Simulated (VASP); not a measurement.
Set up this calculation in VASP 6.6.1, as the native input.

```yaml
Task: single point
Functional: PBE
Potentials_or_basis: VASP PAW PBE potentials, release 64 (Sn_d, Te)
Cutoff: 520 eV
k_mesh: 10 × 10 × 10
Occupations: gaussian, width 0.03 eV
Spin: no spin polarisation
Dipole_correction: no
Further_INCAR_settings: ALGO = Normal; EDIFF = 1e-07; NBANDS = 17
```

The structure of SnTe lies in POSCAR:

```
SnTe
1.0
    0.0000000000      3.0618050000      3.1565000000
    3.0618050000      0.0000000000      3.1565000000
    3.0618050000      3.0618050000      0.0000000000
Sn Te
1 1
Direct
    0.0000000000      0.0000000000      0.0000000000
    0.5000000000      0.5000000000      0.5000000000
```

This cell differs from its parent crystal: strain -0.030 along x and y, +0.000 along z.

One way to write it, as run:

INCAR

```
PREC = Accurate
ENCUT = 520
EDIFF = 1E-7
ISMEAR = 0
SIGMA = 0.03
LREAL = False
LASPH = True
NELM = 60
ALGO = Normal
ISIF = 2
LWAVE = False
LCHARG = False
GGA = PE
NBANDS = 17
```

KPOINTS

```
Automatic mesh
0
Gamma
  10 10 10
```

Potentials or basis: VASP PAW PBE potentials, release 64 (Sn_d, Te).

The run is started by

```console
$ cat potpaw_PBE.64/Sn_d/POTCAR potpaw_PBE.64/Te/POTCAR > POTCAR
$ mpirun -np 1 vasp_std > vasp.out
```

It gave:

* Pressure: 5.6 GPa
* Band gap on the k mesh: 0.29 eV, indirect (least direct gap 0.35 eV)

Caveat: the cell differs from its parent crystal (strain -0.030 along x and y, +0.000 along z); spin-orbit coupling is left out, which moves the levels of the heavy elements.

Run time: 55 s on 1 thread of Intel(R) Xeon(R) 6975P-C (Granite Rapids) (shared host), peak memory 0.26 GiB.
